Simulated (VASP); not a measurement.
Input of a VASP 6.6.1 run:

Contents of POSCAR:

```
NbSi
1.0
    3.1564400000      0.0000000000      0.0000000000
    0.0000000000      3.1564400000      0.0000000000
    0.0000000000      0.0000000000      3.1564400000
Nb Si
1 1
Direct
    0.0000000000      0.0000000000      0.0000000000
    0.5000000000      0.5000000000      0.5000000000
```

INCAR.step1

```
SYSTEM = NbSi
  PREC = Accurate
  ENCUT = 600
  EDIFF = 1E-5
  ISMEAR = -1
  SIGMA = 0.05
  LREAL = .FALSE.
  LASPH = .TRUE.
  NELM = 60
  ALGO = Normal
  LWAVE = .TRUE.
  LCHARG = .FALSE.
  GGA = PE
  NBANDS = 16
```

File INCAR.step2:

```
SYSTEM = NbSi
  PREC = Accurate
  ENCUT = 600
  EDIFF = 1E-6
  ISMEAR = -1
  SIGMA = 0.05
  LREAL = .FALSE.
  LASPH = .TRUE.
  NELM = 60
  ALGO = Normal
  ISIF = 3
  LWAVE = .FALSE.
  LCHARG = .FALSE.
  GGA = PS
  LHFCALC = .TRUE.
  AEXX = 0.25
  PRECFOCK = Normal
  IBRION = 2
  NSW = 60
  EDIFFG = -0.01
  ISTART = 1
```

Contents of KPOINTS:

```
regular mesh
0
G
  4 4 4
  0 0 0
```

Potentials or basis: VASP PAW PBE potentials, release 64 (Nb_sv, Si).

Run with:

```bash
$ cat potpaw_PBE.64/Nb_sv/POTCAR potpaw_PBE.64/Si/POTCAR > POTCAR
$ cp INCAR.step1 INCAR
$ mpirun -np 1 vasp_std > vasp.out
$ cp INCAR.step2 INCAR
$ mpirun -np 1 vasp_std > vasp.out
```

Task: What does it give for the relaxed volume?

Result: 15.31 Å³/atom.

Task: Predict the space group after relaxing (to 0.05 Å).

Result: Pm-3m (No. 221).

Task: What does it give for the relaxed cell?

Result: a = 3.128 Å, b = 3.128 Å, c = 3.128 Å, α = 90.00°, β = 90.00°, γ = 90.00°.

The path:
| step | energy change (eV) | largest force (eV/Å) | pressure (GPa) | volume (Å³) |
| --- | --- | --- | --- | --- |
| 1 | 0.0000 | 0.0000 | -5.06 | 31.45 |
| 2 | 0.0268 | 0.0000 | 9.84 | 29.24 |
| 3 | -0.0136 | 0.0000 | -0.04 | 30.62 |

Caveat: the k points lie up to 0.50 Å⁻¹ apart in the final cell; the PAW data sets were made with another functional, which shifts forces and pressure a little.
